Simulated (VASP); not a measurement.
# Pt (P6_3/mmc) in VASP: notebook

The runs below take Pt through single point, relaxation of cell and atoms, with PBEsol.

All numbers are computed with VASP 6.6.1; they aren't measurements. Logs are shortened: lines on timing, memory, paths and dates and some standing lists are left out, and cuts for length are marked.

## 1. The cell of the first run

It takes space group P6_3/mmc (No. 194, hexagonal). Conventional cell: a = 2.740 Å, b = 2.740 Å, c = 9.246 Å, α = 90.00°, β = 90.00°, γ = 120.00°. Within 3.6 Å of Pt (site symmetry -3m) lie 12 Pt at 2.74 to 2.80 Å. Pt (site symmetry -6m2) has 12 Pt at 2.74 to 2.80 Å within 3.6 Å.

This isn't the form of Pt at room conditions, which is fcc.

## 2. Single point, PBEsol

Input file INCAR:

```
ALGO     = Normal         # electronic algorithm
EDIFF    = 1E-6           # SCF threshold, eV
ENCUT    = 520            # plane-wave cutoff, eV
GGA      = PS             # functional
ISIF     = 2              # what is computed and relaxed
ISMEAR   = 0              # smearing method
LASPH    = True           # aspherical terms in the spheres
LCHARG   = False          # write CHGCAR
LREAL    = False          # projectors in reciprocal space
LWAVE    = False          # write WAVECAR
NBANDS   = 28             # bands
NELM     = 100            # most SCF steps
PREC     = Accurate       # precision mode
SIGMA    = 0.1            # smearing width, eV
```

Input file KPOINTS:

```
k-points
0
Gamma
  6 6 2
```

Input file POSCAR:

```
Pt
1.0
    2.7395053003      0.0000000000      0.0000000000
   -1.3697526502      2.3724811839      0.0000000000
    0.0000000000      0.0000000000      9.2463984083
Pt
4
Direct
    0.0000000000      0.0000000000      0.0000000000
    0.0000000000      0.0000000000      0.5000000000
    0.3333333333      0.6666666667      0.7500000000
    0.6666666667      0.3333333333      0.2500000000
```

Potentials or basis: VASP PAW PBE potentials, release 64 (Pt).

Started as:

```bash
$ cat potpaw_PBE.64/Pt/POTCAR > POTCAR
$ mpirun -np 1 vasp_std > vasp.out
```

OUTCAR:

```text
EDIFF = 1E-6
   ENCUT = 520
   GGA = PS
   ISIF = 2
   ISMEAR = 0
   LASPH = True
   LREAL = False
   NELM = 100
   PREC = Accurate

 ion  position               nearest neighbor table
   1  0.000  0.000  0.000-   3 2.80   4 2.80   4 2.80   3 2.80   4 2.80   3 2.80
   2  0.000  0.000  0.500-   3 2.80   4 2.80   4 2.80   3 2.80   4 2.80   3 2.80
   3  0.333  0.667  0.750-   1 2.80   2 2.80   1 2.80   2 2.80   1 2.80   2 2.80
   4  0.667  0.333  0.250-   1 2.80   2 2.80   1 2.80   2 2.80   1 2.80   2 2.80

  LATTYP: Found a hexagonal cell.
 ALAT       =     2.7395053003
 C/A-ratio  =     3.3752073439

  Lattice vectors:

 A1 = (   2.7395053003,   0.0000000000,   0.0000000000)
 A2 = (  -1.3697526502,   2.3724811839,   0.0000000000)
 A3 = (   0.0000000000,   0.0000000000,   9.2463984083)

Analysis of symmetry for initial positions (statically):
=====================================================================
 Subroutine PRICEL returns:
 Original cell was already a primitive cell.

 Routine SETGRP: Setting up the symmetry group for a
 hexagonal supercell.

 Subroutine GETGRP returns: Found 24 space group operations
 (whereof 12 operations were pure point group operations)
 out of a pool of 24 trial point group operations.

The static configuration has the point symmetry D_3d.
 The point group associated with its full space group is D_6h.

Analysis of symmetry for dynamics (positions and initial velocities):
=====================================================================
 Subroutine PRICEL returns:
 Original cell was already a primitive cell.

 Routine SETGRP: Setting up the symmetry group for a
 hexagonal supercell.

 Subroutine GETGRP returns: Found 24 space group operations
 (whereof 12 operations were pure point group operations)
 out of a pool of 24 trial point group operations.

The dynamic configuration has the point symmetry D_3d.
 The point group associated with its full space group is D_6h.

 Subroutine INISYM returns: Found 24 space group operations
 (whereof 12 operations are pure point group operations),
 and found     1 'primitive' translations

----------------------------------------------------------------------------------------

                                     Primitive cell

  volume of cell :      60.0963

  direct lattice vectors                    reciprocal lattice vectors
     2.739505300  0.000000000  0.000000000     0.365029409  0.210749827  0.000000000
    -1.369752650  2.372481184  0.000000000     0.000000000  0.421499655  0.000000000
     0.000000000  0.000000000  9.246398408     0.000000000  0.000000000  0.108150218

  length of vectors
     2.739505300  2.739505300  9.246398408     0.421499655  0.421499655  0.108150218

  position of ions in fractional coordinates (direct lattice)
     0.000000000  0.000000000  0.000000000
     0.000000000  0.000000000  0.500000000
     0.333333333  0.666666667  0.750000000
     0.666666667  0.333333333  0.250000000

  ion indices of the primitive-cell ions
   primitive index   ion index
                 1           1
                 2           2
                 3           3
                 4           4

----------------------------------------------------------------------------------------

 KPOINTS: k-points

Automatic generation of k-mesh.
 Grid dimensions read from file:
 generate k-points for:    6    6    2

 Generating k-lattice:

  Cartesian coordinates                     Fractional coordinates (reciprocal lattice)
     0.060838235  0.035124971  0.000000000     0.166666667 -0.000000000  0.000000000
     0.000000000  0.070249942  0.000000000     0.000000000  0.166666667  0.000000000
     0.000000000  0.000000000  0.054075109     0.000000000  0.000000000  0.500000000

  Length of vectors
     0.070249942  0.070249942  0.054075109

  Shift w.r.t. Gamma in fractional coordinates (k-lattice)
     0.000000000  0.000000000  0.000000000

 Subroutine IBZKPT returns following result:
 ===========================================

 Found     14 irreducible k-points:

 Following reciprocal coordinates:
            Coordinates               Weight
  0.000000  0.000000  0.000000      1.000000
  0.166667  0.000000  0.000000      6.000000
  0.333333  0.000000  0.000000      6.000000
  0.500000  0.000000  0.000000      3.000000
  0.166667  0.166667  0.000000      6.000000
  0.333333  0.166667  0.000000     12.000000
  0.333333  0.333333  0.000000      2.000000
  0.000000  0.000000  0.500000      1.000000
  0.166667  0.000000  0.500000      6.000000
  0.333333  0.000000  0.500000      6.000000
  0.500000  0.000000  0.500000      3.000000
  0.166667  0.166667  0.500000      6.000000
  0.333333  0.166667  0.500000     12.000000
  0.333333  0.333333  0.500000      2.000000
   k-points           NKPTS =     14   k-points in BZ     NKDIM =     14   number of bands    NBANDS=     28
   number of dos      NEDOS =    301   number of ions     NIONS =      4
   total plane-waves  NPLWV =  28000
   dimension x,y,z NGX =    20 NGY =   20 NGZ =   70
   dimension x,y,z NGXF=    40 NGYF=   40 NGZF=  140
   ions per type =               4
   NGX,Y,Z   is equivalent  to a cutoff of  12.14, 12.14, 12.59 a.u.
   NGXF,Y,Z  is equivalent  to a cutoff of  24.27, 24.27, 25.17 a.u.
 SYSTEM =  unknown system
   PREC   = accura    normal or accurate (medium, high low for compatibility)
   ISTART =      0    job   : 0-new  1-cont  2-samecut
   ICHARG =      2    charge: 1-file 2-atom 10-const
   ISPIN  =      1    spin polarized calculation?
   LNONCOLLINEAR =      F non collinear calculations
   LSORBIT =      F    spin-orbit coupling
   LASPH  =      T    aspherical Exc in radial PAW
   ENCUT  =  520.0 eV  38.22 Ry    6.18 a.u.   5.09  5.09 17.19*2*pi/ulx,y,z
   NELM   =    100;   NELMIN=  2; NELMDL= -5     # of ELM steps
   EDIFF  = 0.1E-05   stopping-criterion for ELM
   LREAL  =      F    real-space projection
   EDIFFG = 0.1E-04   stopping-criterion for IOM
   NSW    =      0    number of steps for IOM
   IBRION =     -1    ionic relax: 0-MD 1-quasi-New 2-CG
   NFREE  =      0    steps in history (QN), initial steepest desc. (CG)
   ISIF   =      2    stress and relaxation
   ISYM   =      2    0-nonsym 1-usesym 2-fastsym
   POTIM  = 0.5000    time-step for ionic-motion
   TEBEG  =    0.0;   TEEND  =   0.0 temperature during run
   PSTRESS=    0.0 pullay stress
   NELECT =      40.0000    total number of electrons
   NUPDOWN=      -1.0000    fix difference up-down
   EMIN   =  10.00;   EMAX   =-10.00  energy-range for DOS
   EFERMI =   0.00;   METHOD = LEGACY
   ISMEAR =     0;   SIGMA  =   0.10  broadening in eV -4-tet -1-fermi 0-gaus
   EFERMI_NEDOS =   21; number of points for ismear=-14 and -15
   IALGO  =     38    algorithm
   IMIX   =      4    mixing-type and parameters
     AMIX     =   0.40;   BMIX     =  1.00
     AMIX_MAG =   1.60;   BMIX_MAG =  1.00
  volume/ion in A,a.u.               =      15.02       101.39
  Fermi-wavevector in a.u.,A,eV,Ry     =   1.429373  2.701124 27.798171  2.043108
  Thomas-Fermi vector in A             =   2.549334
   LORBIT       =      0    0 simple, 1 ext, 2 COOP (PROOUT), +10 PAW based schemes
   GGA     = PS    functional components
   LHFCALC =     F    Hartree Fock is set to
   AEXX    =    0.0000 exact exchange contribution
   IVDW    =     0    specifies the selected vdW correction
   LEPSILON=     F    determine dielectric tensor
   LRPA    =     F    only Hartree local field effects (RPA)
 non-spin polarized calculation
 Gauss-broadening in eV      SIGMA  =   0.10
  energy-cutoff  :      520.00
  volume of cell :       60.10
 maximum number of plane-waves:      1630
   NGX = 11   NGY = 11   NGZ = 35

 number of electron      40.0000007 magnetization

 Free energy of the ion-electron system (eV)
  ---------------------------------------------------
  ext. energy  EPLUGINS =         0.00000000
  ---------------------------------------------------
  free energy    TOTEN  =       -27.95721682 eV

  energy without entropy =      -27.93173599  energy(sigma->0) =      -27.94447641

 E-fermi :  11.2167     XC(G=0): -13.6489

 val. band max:       11.1838826004   @ k =   0.5000   0.0000   0.0000
 cond. band min:      11.2196205119   @ k =   0.5000   0.0000   0.0000
 fundamental gap:      0.0357379115
 Fermi energy:        11.2167075633

 k-point     1 :       0.0000    0.0000    0.0000
  band No.  band energies     occupation
      1       0.8299      2.00000
      2       2.7546      2.00000
      3       2.7634      2.00000
      4       3.6560      2.00000
      5       6.8654      2.00000
      6       6.8985      2.00000
[... 20 lines left out ...]
     27      24.0805      0.00000
     28      25.6950      0.00000

 k-point     2 :       0.1667    0.0000    0.0000
  band No.  band energies     occupation
      1       1.8086      2.00000
      2       3.6355      2.00000
      3       3.6426      2.00000
      4       4.4821      2.00000
      5       6.2106      2.00000
      6       6.4667      2.00000
[... 20 lines left out ...]
     27      24.3473      0.00000
     28      26.5556      0.00000

 k-point     3 :       0.3333    0.0000    0.0000
  band No.  band energies     occupation
      1       3.6793      2.00000
      2       4.2668      2.00000
      3       4.3988      2.00000
      4       4.8600      2.00000
      5       5.6069      2.00000
      6       5.6717      2.00000
[... 20 lines left out ...]
     27      21.8741      0.00000
     28      22.4004      0.00000

 k-point     4 :       0.5000    0.0000    0.0000
  band No.  band energies     occupation
      1       3.8385      2.00000
      2       3.9737      2.00000
      3       4.2837      2.00000
      4       4.7138      2.00000
      5       5.1430      2.00000
      6       5.6980      2.00000
[... 20 lines left out ...]
     27      19.0491      0.00000
     28      20.8069      0.00000

 k-point     5 :       0.1667    0.1667    0.0000
  band No.  band energies     occupation
      1       3.4621      2.00000
      2       4.6576      2.00000
      3       4.6615      2.00000
      4       5.5497      2.00000
      5       5.8812      2.00000
      6       6.0176      2.00000
[... 20 lines left out ...]
     27      23.1659      0.00000
     28      23.8911      0.00000

 k-point     6 :       0.3333    0.1667    0.0000
  band No.  band energies     occupation
      1       4.4920      2.00000
      2       4.5904      2.00000
      3       5.0948      2.00000
      4       5.4979      2.00000
      5       5.7845      2.00000
      6       5.8084      2.00000
[... 153 lines left out ...]
      5       4.9020      2.00000
      6       4.9020      2.00000
[... 20 lines left out ...]
     27      19.1195      0.00000
     28      19.1195      0.00000

 k-point    12 :       0.1667    0.1667    0.5000
  band No.  band energies     occupation
      1       3.7846      2.00000
      2       3.7846      2.00000
      3       5.6023      2.00000
      4       5.6023      2.00000
      5       5.7608      2.00000
      6       5.7608      2.00000
[... 20 lines left out ...]
     27      23.9585      0.00000
     28      23.9585      0.00000

 k-point    13 :       0.3333    0.1667    0.5000
  band No.  band energies     occupation
      1       4.7903      2.00000
      2       4.7903      2.00000
      3       4.9975      2.00000
      4       4.9975      2.00000
      5       5.3871      2.00000
      6       5.3871      2.00000
[... 20 lines left out ...]
     27      20.6019      0.00000
     28      20.6019      0.00000

 k-point    14 :       0.3333    0.3333    0.5000
  band No.  band energies     occupation
      1       5.3058      2.00000
      2       5.3058      2.00000
      3       5.7113      2.00000
      4       5.7113      2.00000
      5       6.0928      2.00000
      6       6.0928      2.00000
[... 20 lines left out ...]
     27      20.6709      0.00000
     28      20.6709      0.00000

------------------------ aborting loop because EDIFF is reached ----------------------------------------

  FORCE on cell =-STRESS in cart. coord.  units (eV):
  Direction    XX          YY          ZZ          XY          YZ          ZX
  --------------------------------------------------------------------------------------
  -------------------------------------------------------------------------------------
  Total       -0.0813709     -0.0813709     -0.2109505      0.0000000      0.0000000      0.0000000
  in kB       -2.1693635     -2.1693635     -5.6239772      0.0000000      0.0000000      0.0000000
  external PRESSURE =      -3.3209014 kB  Pullay stress =       0.0000000 kB

 VOLUME and BASIS-vectors are now :
 -----------------------------------------------------------------------------
  energy-cutoff  :      520.00
  volume of cell :       60.10
      direct lattice vectors                 reciprocal lattice vectors
     2.739505300  0.000000000  0.000000000     0.365029409  0.210749827  0.000000000
    -1.369752650  2.372481184  0.000000000     0.000000000  0.421499655  0.000000000
     0.000000000  0.000000000  9.246398408     0.000000000  0.000000000  0.108150218

 POSITION                                       TOTAL-FORCE (eV/Angst)
 -----------------------------------------------------------------------------------
      0.00000      0.00000      0.00000        -0.000000      0.000000     -0.000000
      0.00000      0.00000      4.62320        -0.000000      0.000000     -0.000000
     -0.00000      1.58165      6.93480        -0.000000      0.000000      0.000000
      1.36975      0.79083      2.31160         0.000000     -0.000000     -0.000000
 -----------------------------------------------------------------------------------
    total drift:                                0.000000     -0.000000      0.000000

  FREE ENERGIE OF THE ION-ELECTRON SYSTEM (eV)
  ---------------------------------------------------
  free  energy   TOTEN  =       -27.9572168193 eV

  energy  without entropy=      -27.9317359912  energy(sigma->0) =      -27.94447641
```

Wall time 26 s (1 thread of Intel Xeon Platinum 8488C (Sapphire Rapids), shared host); peak memory 0.17 GiB.

What came out:

```
Free energy            : -27.9572 eV
Pressure               : -0.3 GPa
Band gap on the k mesh : zero (bands 20 and 21 overlap by 1.34 eV)
```

Caveat: the k points lie up to 0.44 Å⁻¹ apart, too coarse for converged energies and pressures of a metal; the PAW data sets were made with another functional, which shifts forces and pressure a little; spin-orbit coupling is left out, which moves the levels of the heavy elements.

(Part 1 of 2 ends here.)

The gap in the log of VASP goes by the Fermi energy; the results here count the filled bands.